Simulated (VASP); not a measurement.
**Ca: single point with PBE**

Crystal: Ca.

```
Ca
1.0
     0.00000    2.76766    2.76766
     2.76766    0.00000    2.76766
     2.76766    2.76766    0.00000
Ca
1
Direct
  0.00000 0.00000 0.00000
```

| Quantity | Value |
| --- | --- |
| Program | VASP 6.6.1 |
| Task | single point |
| Functional | PBE |
| Potentials or basis | VASP PAW PBE potentials, release 64 (Ca_sv) |
| Cutoff | 520 eV |
| k mesh | 7 × 7 × 7 |
| Occupations | fermi-dirac, width 0.02 eV |
| Spin | no spin polarisation |

The pressure is 0.0 GPa. The band gap on the k mesh is zero (bands 5 and 6 overlap by 0.15 eV).

Levels at points of the mesh, in eV from the Fermi level:
| k point | band 2 | band 3 | band 4 | band 5 | band 6 | band 7 | band 8 | band 9 |
| --- | --- | --- | --- | --- | --- | --- | --- | --- |
| (0.00, 0.00, 0.00) | -22.99 | -22.99 | -22.99 | -4.04 | 2.30 | 2.30 | 2.30 | 3.36 |

Wall time 22 s on 1 thread of Intel Xeon 8259CL (shared host), peak memory 0.16 GiB.
